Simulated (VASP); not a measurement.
The system is RuS2.

```
Ru S
1.0
     4.12479    0.00000    0.00000
     0.00000    4.12479    0.00000
     0.00000    0.00000    2.91667
Ru S
1 2
Direct
  0.00000 0.00000 0.00000
  0.50000 0.00000 0.50000
  0.00000 0.50000 0.50000
```

| Quantity | Value |
| --- | --- |
| Program | VASP 6.6.1 |
| Task | relaxation of cell and atoms |
| Functional | PBE |
| Potentials or basis | VASP PAW PBE potentials, release 64 (Ru_pv, S) |
| Cutoff | 600 eV |
| k mesh | 12 × 12 × 16 |
| Occupations | gaussian, width 0.1 eV |
| Spin | no spin polarisation |

At the start: pressure -1.0 GPa; volume 16.54 Å³/atom.

How do energy, volume and symmetry change on relaxing?

Over 7 steps the energy falls by 4.7 meV/atom and the volume is 16.34 Å³/atom (-1.2 %); space group P4/mmm (No. 123, to 0.05 Å).

The path:
| step | energy change (eV) | largest force (eV/Å) | pressure (GPa) | volume (Å³) |
| --- | --- | --- | --- | --- |
| 1 | 0.0000 | 0.0000 | -1.02 | 49.62 |
| 2 | -0.0086 | 0.0000 | 0.74 | 48.87 |
| 3 | -0.0090 | 0.0000 | 1.23 | 48.67 |
| 4 | -0.0140 | 0.0000 | 0.28 | 48.91 |
| 5 | -0.0142 | 0.0000 | 0.14 | 48.95 |
| 6 | -0.0142 | 0.0000 | 0.11 | 48.95 |
| 7 | -0.0142 | 0.0000 | -0.02 | 49.01 |

Final structure:
```
CELL_PARAMETERS angstrom
4.05798 0.00000 0.00000
0.00000 4.05798 0.00000
0.00000 0.00000 2.97631
ATOMIC_POSITIONS crystal
Ru 0.00000 0.00000 0.00000
S 0.50000 0.00000 0.50000
S 0.00000 0.50000 0.50000
```
